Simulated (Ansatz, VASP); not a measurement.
## One calculation of AgI, two programs

The input INCAR:

```
ALGO = Normal
EDIFF = 1E-8
ENCUT = 400
GGA = PE
GGA_COMPAT = False
ISIF = 2
ISMEAR = -1
LASPH = True
LCHARG = False
LEFG = True
LREAL = False
LWAVE = False
NBANDS = 16
NELM = 120
PREC = Accurate
SIGMA = 0.01
```

Contents of KPOINTS:

```
k-points
0
Gamma
  7 7 7
```

The input POSCAR:

```
AgI
1.0
    0.0000000000      3.2790904105      3.2790904105
    3.2790904105      0.0000000000      3.2790904105
    3.2790904105      3.2790904105      0.0000000000
Ag I
1 1
Direct
    0.0000000000      0.0000000000      0.0000000000
    0.7500000000      0.7500000000      0.7500000000
```

Input for Ansatz:

```yaml
crystal:
  lattice:
    - [0.0, 3.2790904105, 3.2790904105]
    - [3.2790904105, 0.0, 3.2790904105]
    - [3.2790904105, 3.2790904105, 0.0]
  atoms:
    - { symbol: Ag, position: [0.0, 0.0, 0.0] }
    - { symbol: I, position: [0.75, 0.75, 0.75] }
kpoints:
  mp_grid: { grid: [7, 7, 7] }
scf:
  occupations: { method: fermi_dirac, width: 0.01 }
hamiltonian:
  xc: pbe
  pseudopotentials: { kind: paw }
output:
  forces: true
  stress: true
  eigenvalues: true
  efg: { contact_densities: true }
```

Change from the starting cell: volume scaled by 1.04, PAW files.

Alike in both runs: task electric field gradients; functional PBE; k mesh 7 × 7 × 7; occupations fermi-dirac, width 0.01 eV; no spin polarisation.

|  | VASP | Ansatz |
| --- | --- | --- |
| version | VASP 6.6.1 | Ansatz 0.2.0 |
| potentials or method | VASP PAW PBE potentials, release 64 (Ag, I) | PAW with Ansatz's default frozen-core files, scalar-relativistic |
| plane-wave cutoff (eV) | 400 | 420 |
| valence electrons in the cell | 18 | 36 |

```tsv
	VASP	Ansatz	Ansatz less VASP
gap on the k mesh at the Fermi level (eV)	1.34	1.34	-0.002
pressure (GPa)	0.7	0.9	+0.16
```

VASP's potentials hold 18 valence electrons a cell and Ansatz's 36, so a difference there can come from the potentials and not from the codes.

Spin-orbit coupling is off throughout.
